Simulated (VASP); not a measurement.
**ZrO2: single point with PBE**

The system is ZrO2.

```
CELL_PARAMETERS angstrom
3.62082 0.00000 0.00000
0.00000 3.62082 0.00000
0.00000 0.00000 5.28315
ATOMIC_POSITIONS crystal
Zr 0.00000 0.00000 0.00000
Zr 0.50000 0.50000 0.50000
O 0.00000 0.50000 0.19281
O 0.00000 0.50000 0.69281
O 0.50000 0.00000 0.30719
O 0.50000 0.00000 0.80719
```

| Quantity | Value |
| --- | --- |
| Program | VASP 6.6.1 |
| Task | single point |
| Functional | PBE |
| Potentials or basis | VASP PAW PBE potentials, release 64 (Zr_sv, O) |
| Cutoff | 600 eV |
| k mesh | 6 × 6 × 4 |
| Occupations | gaussian, width 0.05 eV |
| Spin | non-collinear spin, zero start, spin-orbit coupling |
| Starting moments | [[0.0, 0.0, 0.0], [0.0, 0.0, 0.0], [0.0, 0.0, 0.0], [0.0, 0.0, 0.0], [0.0, 0.0, 0.0], [0.0, 0.0, 0.0]] μB |
| Dipole correction | no |
| Further INCAR settings | ALGO = Normal; EDIFF = 1e-06; NBANDS = 64 |

| Property | Result |
| --- | --- |
| Pressure | 0.1 GPa |
| Largest force | 0.018 eV/Å |
| Net moment | 0.00 μB per cell |
| Valence electrons inside the program's atomic spheres | Zr 9.59; O 5.09 |

Forces in eV/Å, atoms in the order of the input:
```
Zr   0.000  0.000  0.000
Zr   0.000  0.000  0.000
O    0.000  0.000  0.018
O    0.000  0.000  0.018
O    0.000  0.000 -0.018
O    0.000  0.000 -0.018
```

Stress tensor (GPa, compression positive):
```
 0.15  0.00  0.00
 0.00  0.15  0.00
 0.00  0.00 -0.01
```

Moments on the atoms (μB; x, y, z):
```
Zr  0.00 0.00 0.00
Zr  0.00 0.00 0.00
O   0.00 0.00 0.00
O   0.00 0.00 0.00
O   0.00 0.00 0.00
O   0.00 0.00 0.00
```

Wall time 9.5 min on 1 thread of Intel(R) Xeon(R) Platinum 8488C (Sapphire Rapids), with other jobs on the host, peak memory 0.47 GiB.
